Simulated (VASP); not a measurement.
# NbCd3 in VASP: further runs, part 2 of 2

VASP 6.6.1. Earlier steps stand in the parts before.

## 4. Electric field gradients, LDA (equal xy, yz and zx shear strains of +1 %)

File INCAR:

```
SYSTEM = NbCd3
PREC     = Accurate       ! precision mode
ENCUT    = 520            ! plane-wave cutoff, eV
EDIFF    = 1E-8           ! SCF threshold, eV
ISMEAR   = -1             ! smearing method
SIGMA    = 0.08           ! smearing width, eV
LREAL    = .False.        ! projectors in reciprocal space
LASPH    = .True.         ! aspherical terms in the spheres
NELM     = 60             ! most SCF steps
ALGO     = Normal         ! electronic algorithm
ISIF     = 2              ! what is computed and relaxed
LWAVE    = .False.        ! write WAVECAR
LCHARG   = .False.        ! write CHGCAR
LEFG     = .True.       
NBANDS   = 32             ! bands
```

File KPOINTS:

```
regular mesh
0
Gamma
  9 9 9
  0 0 0
```

File POSCAR:

```
NbCd3
1.0
    4.2150000000      0.0210750000      0.0210750000
    0.0210750000      4.2150000000      0.0210750000
    0.0210750000      0.0210750000      4.2150000000
Nb Cd
1 3
Direct
    0.0000000000      0.0000000000      0.0000000000
    0.0000000000      0.5000000000      0.5000000000
    0.5000000000      0.0000000000      0.5000000000
    0.5000000000      0.5000000000      0.0000000000
```

Potentials or basis: VASP PAW LDA potentials, release 64 (Nb_sv, Cd).

The run is started by

```bash
$ cat potpaw_LDA.64/Nb_sv/POTCAR potpaw_LDA.64/Cd/POTCAR > POTCAR
$ mpirun -np 1 vasp_std > vasp.out
```

OUTCAR:

```text
SYSTEM = NbCd3
   PREC = Accurate
   ENCUT = 520
   EDIFF = 1E-8
   ISMEAR = -1
   LREAL = .False.
   LASPH = .True.
   NELM = 60
   ISIF = 2

 ion  position               nearest neighbor table
   1  0.000  0.000  0.000-   2 2.97   3 2.97   2 2.97   4 2.97   3 2.97   4 2.97   2 3.00   2 3.00
                             3 3.00   3 3.00   4 3.00   4 3.00
   2  0.000  0.500  0.500-   1 2.97   4 2.97   1 2.97   3 2.97   3 2.97   4 2.97   1 3.00   1 3.00
                             4 3.00   4 3.00   3 3.00   3 3.00
   3  0.500  0.000  0.500-   1 2.97   4 2.97   2 2.97   4 2.97   1 2.97   2 2.97   4 3.00   1 3.00
                             4 3.00   1 3.00   2 3.00   2 3.00
   4  0.500  0.500  0.000-   2 2.97   3 2.97   1 2.97   3 2.97   1 2.97   2 2.97   3 3.00   2 3.00
                             3 3.00   2 3.00   1 3.00   1 3.00

  LATTYP: Found a trigonal (rhomboedric) cell.
 ALAT       =     4.2151053737
 COS(alpha) =     0.0100244988

  Lattice vectors:

 A1 = (   4.2150000000,   0.0210750000,   0.0210750000)
 A2 = (   0.0210750000,   4.2150000000,   0.0210750000)
 A3 = (   0.0210750000,   0.0210750000,   4.2150000000)

Analysis of symmetry for initial positions (statically):
=====================================================================
 Subroutine PRICEL returns:
 Original cell was already a primitive cell.

 Routine SETGRP: Setting up the symmetry group for a
 trigonal (rhombohedral) supercell.

 Subroutine GETGRP returns: Found 12 space group operations
 (whereof 12 operations were pure point group operations)
 out of a pool of 12 trial point group operations.

The static configuration has the point symmetry D_3d.

Analysis of symmetry for dynamics (positions and initial velocities):
[... 1015 lines left out ...]
  --------------------------------------------------------------------------------------
  -------------------------------------------------------------------------------------
  Total       -0.7699819     -0.7699819     -0.7699819     -0.3473200     -0.3473200     -0.3473200
  in kB      -16.4752056    -16.4752056    -16.4752056     -7.4315625     -7.4315625     -7.4315625
  external PRESSURE =     -16.4752056 kB  Pullay stress =       0.0000000 kB

 VOLUME and BASIS-vectors are now :
 -----------------------------------------------------------------------------
  energy-cutoff  :      520.00
  volume of cell :       74.88
      direct lattice vectors                 reciprocal lattice vectors
     4.215000000  0.021075000  0.021075000     0.237259728 -0.001180397 -0.001180397
     0.021075000  4.215000000  0.021075000    -0.001180397  0.237259728 -0.001180397
     0.021075000  0.021075000  4.215000000    -0.001180397 -0.001180397  0.237259728

 POSITION                                       TOTAL-FORCE (eV/Angst)
 -----------------------------------------------------------------------------------
      0.00000      0.00000      0.00000         0.000000      0.000000      0.000000
      0.02107      2.11804      2.11804        -0.000000     -0.000000      0.000000
      2.11804      0.02107      2.11804         0.000000      0.000000      0.000000
      2.11804      2.11804      0.02107         0.000000     -0.000000      0.000000
 -----------------------------------------------------------------------------------
    total drift:                                0.000000     -0.000000     -0.000000

  FREE ENERGIE OF THE ION-ELECTRON SYSTEM (eV)
  ---------------------------------------------------
  free  energy   TOTEN  =       -15.4966877199 eV

  energy  without entropy=      -15.4636009317  energy(sigma->0) =      -15.48014433

 Electric field gradients (V/A^2)
---------------------------------------------------------------------
 ion       V_xx      V_yy      V_zz      V_xy      V_xz      V_yz
---------------------------------------------------------------------
   1       0.000     0.000     0.000     5.098     5.098     5.098
   2     112.799   -56.400   -56.400     1.999     1.999     5.506
   3     -56.400   112.799   -56.400     1.999     5.506     1.999
   4     -56.400   -56.400   112.799     5.506     1.999     1.999
---------------------------------------------------------------------

 Electric field gradients after diagonalization (V/A^2)
 (convention: |V_zz| > |V_xx| > |V_yy|)
----------------------------------------------------------------------
 ion       V_xx      V_yy      V_zz     asymmetry (V_yy - V_xx)/ V_zz
----------------------------------------------------------------------
   1      -5.098    -5.098    10.197       0.000
   2     -61.906   -50.942   112.848       0.097
   3     -61.906   -50.942   112.848       0.097
   4     -61.906   -50.942   112.848       0.097
----------------------------------------------------------------------

           NMR quadrupolar parameters

 Cq : quadrupolar parameter    Cq=e*Q*V_zz/h
 eta: asymmetry parameters     (V_yy - V_xx)/ V_zz
 Q  : nuclear electric quadrupole moment in mb (millibarn)
----------------------------------------------------------------------
 ion       Cq(MHz)       eta       Q (mb)
----------------------------------------------------------------------
   1       0.025       0.000       1.000
   2       0.273       0.097       1.000
   3       0.273       0.097       1.000
   4       0.273       0.097       1.000
----------------------------------------------------------------------
```

OSZICAR:

```text
N       E                     dE             d eps       ncg     rms          rms(c)
DAV:   1     0.484212891961E+03    0.48421E+03   -0.25841E+04  5440   0.158E+03
DAV:   2     0.382911285153E+01   -0.48038E+03   -0.46428E+03  6040   0.510E+02
DAV:   3    -0.155955972420E+02   -0.19425E+02   -0.18871E+02  7904   0.101E+02
DAV:   4    -0.163597107983E+02   -0.76411E+00   -0.76087E+00  7856   0.165E+01
DAV:   5    -0.163772211152E+02   -0.17510E-01   -0.17504E-01  7696   0.220E+00    0.100E+01
DAV:   6    -0.156192047413E+02    0.75802E+00   -0.18294E+00  7296   0.121E+01    0.624E+00
DAV:   7    -0.155210964991E+02    0.98108E-01   -0.23853E-01  6888   0.356E+00    0.387E+00
DAV:   8    -0.154993685731E+02    0.21728E-01   -0.73607E-02  7208   0.220E+00    0.735E-01
DAV:   9    -0.154967520191E+02    0.26166E-02   -0.70427E-03  7608   0.694E-01    0.182E-01
DAV:  10    -0.154966875997E+02    0.64419E-04   -0.67044E-04  6544   0.198E-01    0.512E-02
DAV:  11    -0.154966876677E+02   -0.67996E-07   -0.40249E-05  7424   0.554E-02    0.137E-02
DAV:  12    -0.154966876836E+02   -0.15930E-07   -0.45603E-06  8192   0.177E-02    0.784E-03
DAV:  13    -0.154966877192E+02   -0.35602E-07   -0.24692E-07  7024   0.337E-03    0.158E-03
DAV:  14    -0.154966877199E+02   -0.71395E-09   -0.18097E-08  4880   0.113E-03
   1 F= -.15496688E+02 E0= -.15480144E+02  d E =-.330868E-01
```

stdout:

```text
POSCAR found type information on POSCAR NbCd
 POSCAR found :  2 types and       4 ions
 scaLAPACK will be used
 LDA part: xc-table for (Slater(with rela. corr.)+CA(PZ))
 , standard interpolation
 POSCAR, INCAR and KPOINTS ok, starting setup
 FFT: planning ... GRIDC
 FFT: planning ... GRID_SOFT
 FFT: planning ... GRID
 WAVECAR not read
 entering main loop
ion   1

ion   2
     0.0000561     0.0270094     0.0513670    -0.5476104     0.0270094     0.9484890
     0.0000772     0.0270094     0.0513670    -0.5476104     0.0270094     0.9484890
     0.0001064     0.0270094     0.0513670    -0.5476103     0.0270094     0.9484889
     0.0001465     0.0270094     0.0513670    -0.5476103     0.0270094     0.9484889

     0.0000561    -1.8525535    -5.0758126    44.6251621    -1.8525535   -77.2930480
     0.0000772    -1.8523497    -5.0753181    44.6202891    -1.8523497   -77.2846077
     0.0001064    -1.8520233    -5.0745302    44.6124751    -1.8520233   -77.2710735
     0.0001465    -1.8515028    -5.0732804    44.5999962    -1.8515028   -77.2494594

ion   3
     0.0000561     0.0270094     0.0270094    -0.5476104     0.0513670    -0.9484890
     0.0000772     0.0270094     0.0270094    -0.5476104     0.0513670    -0.9484890
     0.0001064     0.0270094     0.0270094    -0.5476103     0.0513670    -0.9484889
     0.0001465     0.0270094     0.0270094    -0.5476103     0.0513670    -0.9484889

     0.0000561    -1.8525535    -1.8525535    44.6251621    -5.0758126    77.2930480
     0.0000772    -1.8523497    -1.8523497    44.6202891    -5.0753181    77.2846077
     0.0001064    -1.8520233    -1.8520233    44.6124751    -5.0745302    77.2710735
     0.0001465    -1.8515028    -1.8515028    44.5999962    -5.0732804    77.2494594

ion   4
```

It took 2.5 min on 1 thread of Intel Xeon Platinum 8259CL at 2.50GHz (Skylake/Cascade Lake), shared host; peak memory 0.28 GiB.

Results:

* Free energy: -15.4967 eV
* Pressure: -1.6 GPa
* Band gap on the k mesh: zero (an odd number of electrons rules out a gap without spin polarisation)
* Largest electric field gradient by atom: Nb +10.2; Cd +112.8 V/Å²

Stress tensor (GPa, compression positive):
```
-1.65 -0.74 -0.74
-0.74 -1.65 -0.74
-0.74 -0.74 -1.65
```

Electric field gradients, principal values (V/Å²):
```csv
atom,least,middle,greatest (by size)
1 Nb,-5.098,-5.098,10.197
2 Cd,-50.942,-61.906,112.848
3 Cd,-50.942,-61.906,112.848
4 Cd,-50.942,-61.906,112.848
```

Caveat: the cell differs from its parent crystal (equal xy, yz and zx shear strains of +1 %); without QUAD_EFG the Cq values of the log hold for a quadrupole moment of 1 mb, not for the nuclei.

## 5. Electric field gradients, LDA (zz strain of +1 %)

File INCAR:

```
PREC = Accurate ; ENCUT = 520
EDIFF = 1E-8 ; ISMEAR = -1
SIGMA = 0.08 ; LREAL = False
LASPH = True ; NELM = 60
ALGO = Normal ; ISIF = 2
LWAVE = False ; LCHARG = False
GGA = CA ; LEFG = True
NBANDS = 32
```

File KPOINTS:

```
Automatic mesh
0
Gamma
  9 9 9
```

File POSCAR:

```
NbCd3
1.0
    4.2150000000      0.0000000000      0.0000000000
    0.0000000000      4.2150000000      0.0000000000
    0.0000000000      0.0000000000      4.2571500000
Nb Cd
1 3
Direct
    0.0000000000      0.0000000000      0.0000000000
    0.0000000000      0.5000000000      0.5000000000
    0.5000000000      0.0000000000      0.5000000000
    0.5000000000      0.5000000000      0.0000000000
```

Potentials or basis: VASP PAW LDA potentials, release 64 (Nb_sv, Cd).

The run is started by

```bash
$ cat potpaw_LDA.64/Nb_sv/POTCAR potpaw_LDA.64/Cd/POTCAR > POTCAR
$ mpirun -np 1 vasp_std > vasp.out
```

OUTCAR:

```text
PREC = Accurate
   ENCUT = 520
   EDIFF = 1E-8
   ISMEAR = -1
   LREAL = False
   LASPH = True
   NELM = 60
   ISIF = 2
   GGA = CA

 ion  position               nearest neighbor table
   1  0.000  0.000  0.000-   4 2.98   4 2.98   4 2.98   4 2.98   3 3.00   2 3.00   3 3.00   2 3.00
                             3 3.00   2 3.00   3 3.00   2 3.00
   2  0.000  0.500  0.500-   3 2.98   3 2.98   3 2.98   3 2.98   4 3.00   1 3.00   1 3.00   1 3.00
                             4 3.00   4 3.00   4 3.00   1 3.00
   3  0.500  0.000  0.500-   2 2.98   2 2.98   2 2.98   2 2.98   4 3.00   1 3.00   4 3.00   4 3.00
                             1 3.00   4 3.00   1 3.00   1 3.00
   4  0.500  0.500  0.000-   1 2.98   1 2.98   1 2.98   1 2.98   3 3.00   2 3.00   3 3.00   3 3.00
                             3 3.00   2 3.00   2 3.00   2 3.00

  LATTYP: Found a simple tetragonal cell.
 ALAT       =     4.2150000000
 C/A-ratio  =     1.0100000000

  Lattice vectors:

 A1 = (   4.2150000000,   0.0000000000,   0.0000000000)
 A2 = (   0.0000000000,   4.2150000000,   0.0000000000)
 A3 = (   0.0000000000,   0.0000000000,   4.2571500000)

Analysis of symmetry for initial positions (statically):
=====================================================================
 Subroutine PRICEL returns:
 Original cell was already a primitive cell.

 Routine SETGRP: Setting up the symmetry group for a
 simple tetragonal supercell.

 Subroutine GETGRP returns: Found 16 space group operations
 (whereof 16 operations were pure point group operations)
 out of a pool of 16 trial point group operations.

The static configuration has the point symmetry D_4h.

Analysis of symmetry for dynamics (positions and initial velocities):
=====================================================================
 Subroutine PRICEL returns:
 Original cell was already a primitive cell.

[... 1013 lines left out ...]
  -------------------------------------------------------------------------------------
  Total       -1.2007564     -1.2007564     -1.5503999      0.0000000      0.0000000      0.0000000
  in kB      -25.4361511    -25.4361511    -32.8428027      0.0000000      0.0000000      0.0000000
  external PRESSURE =     -27.9050350 kB  Pullay stress =       0.0000000 kB

 VOLUME and BASIS-vectors are now :
 -----------------------------------------------------------------------------
  energy-cutoff  :      520.00
  volume of cell :       75.63
      direct lattice vectors                 reciprocal lattice vectors
     4.215000000  0.000000000  0.000000000     0.237247924  0.000000000  0.000000000
     0.000000000  4.215000000  0.000000000     0.000000000  0.237247924  0.000000000
     0.000000000  0.000000000  4.257150000     0.000000000  0.000000000  0.234898935

 POSITION                                       TOTAL-FORCE (eV/Angst)
 -----------------------------------------------------------------------------------
      0.00000      0.00000      0.00000         0.000000      0.000000      0.000000
      0.00000      2.10750      2.12858         0.000000      0.000000      0.000000
      2.10750      0.00000      2.12858         0.000000      0.000000      0.000000
      2.10750      2.10750      0.00000         0.000000      0.000000      0.000000
 -----------------------------------------------------------------------------------
    total drift:                                0.000000     -0.000000     -0.000000

  FREE ENERGIE OF THE ION-ELECTRON SYSTEM (eV)
  ---------------------------------------------------
  free  energy   TOTEN  =       -15.4902984022 eV

  energy  without entropy=      -15.4568011012  energy(sigma->0) =      -15.47354975

 Electric field gradients (V/A^2)
---------------------------------------------------------------------
 ion       V_xx      V_yy      V_zz      V_xy      V_xz      V_yz
---------------------------------------------------------------------
   1      -2.033    -2.033     4.066    -0.000     0.000    -0.000
   2     111.503   -55.248   -56.255    -0.000     0.000    -0.000
   3     -55.248   111.503   -56.255     0.000     0.000     0.000
   4     -55.864   -55.864   111.729     0.000     0.000     0.000
---------------------------------------------------------------------

 Electric field gradients after diagonalization (V/A^2)
 (convention: |V_zz| > |V_xx| > |V_yy|)
----------------------------------------------------------------------
 ion       V_xx      V_yy      V_zz     asymmetry (V_yy - V_xx)/ V_zz
----------------------------------------------------------------------
   1      -2.033    -2.033     4.066       0.000
   2     -56.255   -55.248   111.503       0.009
   3     -56.255   -55.248   111.503       0.009
   4     -55.864   -55.864   111.729       0.000
----------------------------------------------------------------------

           NMR quadrupolar parameters

 Cq : quadrupolar parameter    Cq=e*Q*V_zz/h
 eta: asymmetry parameters     (V_yy - V_xx)/ V_zz
 Q  : nuclear electric quadrupole moment in mb (millibarn)
----------------------------------------------------------------------
 ion       Cq(MHz)       eta       Q (mb)
----------------------------------------------------------------------
   1       0.010       0.000       1.000
   2       0.270       0.009       1.000
   3       0.270       0.009       1.000
   4       0.270       0.000       1.000
----------------------------------------------------------------------
```

OSZICAR:

```text
N       E                     dE             d eps       ncg     rms          rms(c)
DAV:   1     0.484201899283E+03    0.48420E+03   -0.25841E+04  4800   0.158E+03
DAV:   2     0.368295762913E+01   -0.48052E+03   -0.46447E+03  5368   0.509E+02
DAV:   3    -0.155314503066E+02   -0.19214E+02   -0.18654E+02  6864   0.101E+02
DAV:   4    -0.163558679679E+02   -0.82442E+00   -0.82083E+00  7136   0.166E+01
DAV:   5    -0.163702481565E+02   -0.14380E-01   -0.14375E-01  6656   0.200E+00    0.981E+00
DAV:   6    -0.156132271676E+02    0.75702E+00   -0.18621E+00  6528   0.120E+01    0.607E+00
DAV:   7    -0.155163835811E+02    0.96844E-01   -0.23832E-01  6104   0.357E+00    0.389E+00
DAV:   8    -0.154928744895E+02    0.23509E-01   -0.73479E-02  6344   0.216E+00    0.783E-01
DAV:   9    -0.154903618631E+02    0.25126E-02   -0.66396E-03  6808   0.681E-01    0.179E-01
DAV:  10    -0.154903012502E+02    0.60613E-04   -0.71224E-04  6152   0.206E-01    0.551E-02
DAV:  11    -0.154902983256E+02    0.29246E-05   -0.42738E-05  7008   0.591E-02    0.170E-02
DAV:  12    -0.154902983602E+02   -0.34592E-07   -0.34671E-06  6960   0.149E-02    0.555E-03
DAV:  13    -0.154902984018E+02   -0.41568E-07   -0.21145E-07  6832   0.339E-03    0.124E-03
DAV:  14    -0.154902984022E+02   -0.40927E-09   -0.17625E-08  3944   0.116E-03
   1 F= -.15490298E+02 E0= -.15473550E+02  d E =-.334973E-01
```

It took 2.4 min on 1 thread of Intel Xeon 8259CL, shared host; peak memory 0.26 GiB.

What came out:

| Item | Value |
| --- | --- |
| Free energy | -15.4903 eV |
| Pressure | -2.8 GPa |
| Band gap on the k mesh | zero (an odd number of electrons rules out a gap without spin polarisation) |
| Largest electric field gradient by atom | Nb +4.1; Cd +111.5, +111.7 (each value once) V/Å² |

Levels at points of the mesh, in eV from the Fermi level:
| k point | band 22 | band 23 | band 24 | band 25 | band 26 | band 27 |
| --- | --- | --- | --- | --- | --- | --- |
| (0.00, 0.00, 0.00) | -0.91 | 0.11 | 0.26 | 0.26 | 1.26 | 1.26 |

Electric field gradients, principal values (V/Å²):
```csv
atom,least,middle,greatest (by size)
1 Nb,-2.033,-2.033,4.066
2 Cd,-55.248,-56.255,111.503
3 Cd,-55.248,-56.255,111.503
4 Cd,-55.864,-55.864,111.729
```

Caveat: the cell differs from its parent crystal (zz strain of +1 %); without QUAD_EFG the Cq values of the log hold for a quadrupole moment of 1 mb, not for the nuclei.

## 6. Summary

| cell | gap on the mesh (eV) | pressure (GPa) |
| --- | --- | --- |
| a = 4.131, b = 4.131, c = 4.215 Å, 4 atoms | none | 3.5 |
| a = 4.215 Å, angles 89.4°, 4 atoms | none | -1.6 |
| a = 4.215, b = 4.215, c = 4.257 Å, 4 atoms | none | -2.8 |

Alike in all rows: task electric field gradients; level LDA; potentials or basis VASP PAW LDA potentials, release 64 (Nb_sv, Cd); no spin polarisation; k mesh 9 × 9 × 9; cutoff (eV) 520; smearing fermi-dirac 0.08 eV.

Caveats: the cell stands under pressure (at least some runs).

Absolute energies hang on the potentials; compare differences alone.
